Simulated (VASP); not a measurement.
Runs of VASP 6.6.1 on PbSe. The structure is that of space group Pm-3m (No. 221), or close to it. The cells are those of the table. 

| task | level | cell | cutoff (eV) | gap on the mesh (eV) | pressure (GPa) | relaxed volume (Å³/atom) |
| --- | --- | --- | --- | --- | --- | --- |
| single point | PBEsol | a = 3.702 Å, 2 atoms | 520 | none | 0.0 | - |
| relaxation of cell and atoms | PBEsol | relaxed from a = 3.445 Å, 2 atoms | 600 | none | 0.0 | (a) |
| single point | r2SCAN+rVV10 | a = 3.742 Å, 2 atoms | 520 | none | 0.2 | - |
| relaxation of cell and atoms | r2SCAN+rVV10 | relaxed from a = 3.702 Å, 2 atoms | 600 | none | 0.0 | 26.31 |

Alike in all rows: potentials or basis VASP PAW PBE potentials, release 64 (Pb_d, Se); no spin polarisation; k mesh 6 × 6 × 6; smearing fermi-dirac 0.03 eV.

Q: Estimate the missing entries.

A: (a) 25.36.

Caveats: the PAW data sets were made with another functional, which shifts forces and pressure a little; spin-orbit coupling is left out, which moves the levels of the heavy elements; semilocal functionals underestimate gaps, so a narrow gap can read as zero (at least some runs); the volume moved by over 15 % at a fixed basis, so the end points are rough (at least some runs).

A k mesh can miss the band edges, and the runs leave out spin-orbit coupling on Pb, Se.

A gap of «none» marks levels without a gap at the run's occupations.
